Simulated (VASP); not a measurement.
Wanted: the native input for a VASP 6.6.1 run.

* Task: single point
* Functional: PBEsol
* Potentials or basis: VASP PAW PBE potentials, release 64 (Ti_sv)
* Cutoff: 520 eV
* k mesh: 18 × 18 × 20
* Occupations: gaussian, width 0.15 eV
* Spin: no spin polarisation
* Dipole correction: no
* Further INCAR settings: ALGO = Fast; EDIFF = 1e-06; NBANDS = 19

The structure of Ti lies in POSCAR:

```
Ti
1.0
    0.0000000000     -2.0300000000     -2.0300000000
   -2.0300000000      0.0000000000     -2.0300000000
    2.0300000000      2.0300000000     -4.0600000000
Ti
2
Direct
    0.5402220860      0.5402220860      0.4999982612
   -0.0402220860     -0.0402220860      0.0000017388
```

This cell differs from its parent crystal: atoms displaced along a vibrational mode.

One way to write it, as run:

INCAR

```
SYSTEM = Ti
PREC     = Accurate       ! precision mode
ENCUT    = 520            ! plane-wave cutoff, eV
EDIFF    = 1E-6           ! SCF threshold, eV
ISMEAR   = 0              ! smearing method
SIGMA    = 0.15           ! smearing width, eV
LREAL    = .FALSE.        ! projectors in reciprocal space
LASPH    = .TRUE.         ! aspherical terms in the spheres
NELM     = 60             ! most SCF steps
ALGO     = Fast           ! electronic algorithm
ISIF     = 2              ! what is computed and relaxed
LWAVE    = .FALSE.        ! write WAVECAR
LCHARG   = .TRUE.         ! write CHGCAR
GGA      = PS             ! functional
LELF     = .TRUE.         ! ELF
LVHAR    = .TRUE.       
NBANDS   = 19             ! bands
```

KPOINTS

```
Automatic mesh
0
G
  18 18 20
  0 0 0
```

Potentials or basis: VASP PAW PBE potentials, release 64 (Ti_sv).

Run with:

```bash
$ cat potpaw_PBE.64/Ti_sv/POTCAR > POTCAR
$ mpirun -np 1 vasp_std > vasp.out
```

It gave:

```yaml
Pressure: -1.3 GPa
Largest_force: 0.313 eV/Å
Band_gap_on_the_k_mesh: zero (bands 12 and 13 overlap by 1.23 eV)
```

Caveat: the cell differs from its parent crystal (atoms displaced along a vibrational mode); the PAW data sets were made with another functional, which shifts forces and pressure a little.

Wall time 19 min on 1 thread of Intel(R) Xeon(R) 6975P-C (Granite Rapids), on a shared host, peak memory 0.92 GiB.
